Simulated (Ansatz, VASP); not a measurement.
This is a calculation of PbS for VASP 6.6.1.

POSCAR

```
PbS
1.0
    0.0000000000      2.9052075019      2.9052075019
    2.9052075019      0.0000000000      2.9052075019
    2.9052075019      2.9052075019      0.0000000000
Pb S
1 1
Direct
    0.0000000000      0.0000000000      0.0000000000
    0.5000000000      0.5000000000      0.5000000000
```

Contents of INCAR.step1:

```
PREC = Accurate
ENCUT = 520
EDIFF = 1E-5
ISMEAR = -1
SIGMA = 0.05
LREAL = False
LASPH = True
NELM = 60
ALGO = Normal
ISIF = 2
LWAVE = True
GGA = PE
NBANDS = 17
```

Contents of INCAR.step2:

```
PREC = Accurate
ENCUT = 520
EDIFF = 1E-7
ISMEAR = -1
SIGMA = 0.05
LREAL = False
LASPH = True
NELM = 60
ALGO = Normal
ISIF = 2
LWAVE = False
LCHARG = True
GGA = B5
LHFCALC = True
AEXX = 0.5
ALDAX = 0.5
AGGAX = 0.5
AGGAC = 1.0
ALDAC = 0.0
PRECFOCK = Normal
LELF = True
LVHAR = True
ISTART = 1
NBANDS = 17
```

Contents of KPOINTS:

```
Automatic mesh
0
Gamma
  4 4 4
```

Potentials or basis: VASP PAW PBE potentials, release 64 (Pb_d, S).

Command:

```console
$ cat potpaw_PBE.64/Pb_d/POTCAR potpaw_PBE.64/S/POTCAR > POTCAR
$ cp INCAR.step1 INCAR
$ mpirun -np 1 vasp_std > vasp.out
$ cp INCAR.step2 INCAR
$ mpirun -np 1 vasp_std > vasp.out
```

Question: Set up the same calculation for Ansatz 0.2.0. Potentials there: Ansatz PAW.

Answer: As run (the cutoff follows the program's own potentials):

The input input.yaml:

```yaml
crystal:
  lattice:
    - [0.0, 2.9052075019, 2.9052075019]
    - [2.9052075019, 0.0, 2.9052075019]
    - [2.9052075019, 2.9052075019, 0.0]
  atoms:
    - { symbol: Pb, position: [0.0, 0.0, 0.0] }
    - { symbol: S, position: [0.5, 0.5, 0.5] }
hamiltonian:
  xc: { name: BHLYP }
  pseudopotentials: { kind: paw }
kpoints:
  mp_grid: { grid: [4, 4, 4] }
scf:
  occupations: { method: fermi_dirac, width: 0.05 }
output:
  forces: true
  stress: true
  eigenvalues: true
```

Potentials or basis: Ansatz PAW.

The run is started by

```console
$ ansatz run input.yaml --threads 2 --pin off --max-ram 5632MiB --backend cpu --events-out ev --progress --plain --runs-dir out
```

Both were run:

|  | VASP | Ansatz | Ansatz less VASP |
| --- | --- | --- | --- |
| gap on the k mesh at the Fermi level (eV) | 2.54 | 2.44 | -0.100 |
| least direct gap on the mesh (eV) | 2.54 | 2.44 | -0.100 |
| pressure (GPa) | 8.6 | 9.0 | +0.39 |

VASP's potentials were made for PBE, not for BHLYP. The functional is the same, so the differences come from potentials, cutoffs and numerics.

The k mesh is coarse, so the values compare programs but aren't converged. Spin-orbit coupling is off throughout.
